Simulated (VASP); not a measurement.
A run of VASP 6.6.1:

File INCAR:

```
SYSTEM = Li16Au
PREC = Accurate ; ENCUT = 520
EDIFF = 1E-6 ; ISMEAR = 0
SIGMA = 0.1 ; LREAL = Auto
LASPH = .TRUE. ; NELM = 80
ALGO = Normal ; ISIF = 2
LWAVE = .FALSE. ; LCHARG = .FALSE.
GGA = PS ; NBANDS = 44
```

Contents of KPOINTS:

```
regular mesh
0
G
  3 3 1
  0 0 0
```

Contents of POSCAR:

```
Li16Au
1.0
    6.9800000000      0.0000000000      0.0000000000
    3.4900000000      4.9356050000      0.0000000000
    0.0000000000      0.0000000000     19.4034080000
Li Au
16 1
Direct
   -0.2500000507      0.5000001013      0.0515373382
    0.2499999493      0.5000001013      0.0515373382
   -0.2500000000      1.0000000000      0.0515373382
    0.2500000000      1.0000000000      0.0515373382
    0.0030389482      0.0001693815      0.1704701566
    0.4968053882      0.0003760431      0.1704020242
    0.0006349290      0.4987183942      0.1726026686
    0.4994158210      0.5014374124      0.1727437263
   -0.2490303706      0.4988492799      0.3020342097
    0.2508580950      0.4989921195      0.3019778278
   -0.2495785992      0.9994703790      0.2893410271
    0.2511652901      0.9986536605      0.2901838687
    0.0167076524     -0.0002826401      0.4114917854
    0.4842354988      0.0002599479      0.4115479095
   -0.0177353475      0.5365907523      0.4373227116
    0.5180726163      0.4638928764      0.4369743707
    0.7502166509      1.0007320278      0.4958928864
```

Potentials or basis: VASP PAW PBE potentials, release 64 (Li_sv, Au).

The run is started by

```console
$ cat potpaw_PBE.64/Li_sv/POTCAR potpaw_PBE.64/Au/POTCAR > POTCAR
$ mpirun -np 1 vasp_std > vasp.out
```

Hardware: 1 thread of Intel(R) Xeon(R) 6975P-C (Granite Rapids), with other jobs on the host.

Question: Estimate the wall time of this run.

Answer: Run time: 3.8 min on 1 thread of Intel(R) Xeon(R) 6975P-C (Granite Rapids), on a shared host, peak memory 0.72 GiB. Counts: scf iterations 22, k points 5.
